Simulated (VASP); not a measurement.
Here is a VASP 6.6.1 calculation.

Contents of INCAR:

```
SYSTEM = WC
ALGO = Normal
EDIFF = 1E-6
ENCUT = 520
GGA = PE
ISIF = 2
ISMEAR = -1
LASPH = .TRUE.
LCHARG = .FALSE.
LDAU = .TRUE.
LDAUJ = 0 0
LDAUL = 2 -1
LDAUPRINT = 1
LDAUTYPE = 2
LDAUU = 3 0
LMAXMIX = 4
LREAL = .FALSE.
LWAVE = .FALSE.
NBANDS = 16
NELM = 150
PREC = Accurate
SIGMA = 0.05
```

KPOINTS

```
k-points
0
G
  10 10 9
  0 0 0
```

The input POSCAR:

```
WC
1.0
    2.9246169592      0.0000000000      0.0000000000
   -1.4623084796      2.5327925830      0.0000000000
    0.0000000000      0.0000000000      2.8449120325
W C
1 1
Direct
    0.0000000000      0.0000000000      0.0000000000
    0.6666666667      0.3333333333      0.5000000000
```

Potentials or basis: VASP PAW PBE potentials, release 64 (W_sv, C).

Run with:

```console
$ cat potpaw_PBE.64/W_sv/POTCAR potpaw_PBE.64/C/POTCAR > POTCAR
$ mpirun -np 1 vasp_std > vasp.out
```

(1) What does it give for the band gap on the k mesh?

(2) Estimate the pressure.

Results:

(1) zero (band 9 reaches 11.70 eV, above the bottom of band 10 at 10.64 eV).

(2) 7.0 GPa.

Caveat: spin-orbit coupling is left out, which moves the levels of the heavy elements; U without spin polarisation on a metal has little footing; the U is typed as a test and isn't derived for this compound.
